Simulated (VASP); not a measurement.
# BN: single point with HSE06

Crystal: BN.

```
B N
1.0
     0.00000    1.76873    1.76873
     1.76873    0.00000    1.76873
     1.76873    1.76873    0.00000
B N
1 1
Direct
  0.00000 0.00000 0.00000
  0.25000 0.25000 0.25000
```

This cell differs from its parent crystal: strain -2.0%.

```
Program                            : VASP 6.6.1
Task                               : single point
Functional                         : HSE06
Potentials or basis                : VASP PAW PBE potentials, release 64 (B, N)
Cutoff                             : 520 eV
k mesh                             : 8 × 8 × 8
Occupations                        : gaussian, width 0.01 eV
Spin                               : no spin polarisation
Dipole correction                  : no
Grid for exact exchange (PRECFOCK) : Normal
Further INCAR settings             : ALGO = Normal; EDIFF = 1e-07; NBANDS = 11
Share of exact exchange            : 0.25
Screening parameter                : 0.2079 1/Å
```

- Pressure: 22.6 GPa
- Band gap on the k mesh: 5.86 eV (least direct gap 10.89 eV)

Levels at points of the mesh, in eV from the valence-band top:
```csv
k point,band 1,band 2,band 3,band 4,band 5,band 6,band 7,band 8,band 9
"(0.00, 0.00, 0.00)",-22.90,0.00,0.00,0.00,10.89,10.89,10.89,13.27,28.02
"(0.50, 0.00, 0.00)",-18.04,-12.28,-2.24,-2.24,12.75,12.89,12.89,18.06,26.60
"(0.50, 0.50, 0.00)",-16.46,-10.23,-5.66,-5.66,5.86,11.12,21.53,21.53,24.47
```

Run time: 16 min on 1 thread of Oxide Virtual Turin-like Processor, on a shared host, peak memory 0.2 GiB.

Caveat: the cell differs from its parent crystal (strain -2.0%); the cell stands under pressure; the PAW data sets were made with another functional, which shifts forces and pressure a little. A k mesh can miss the band edges.
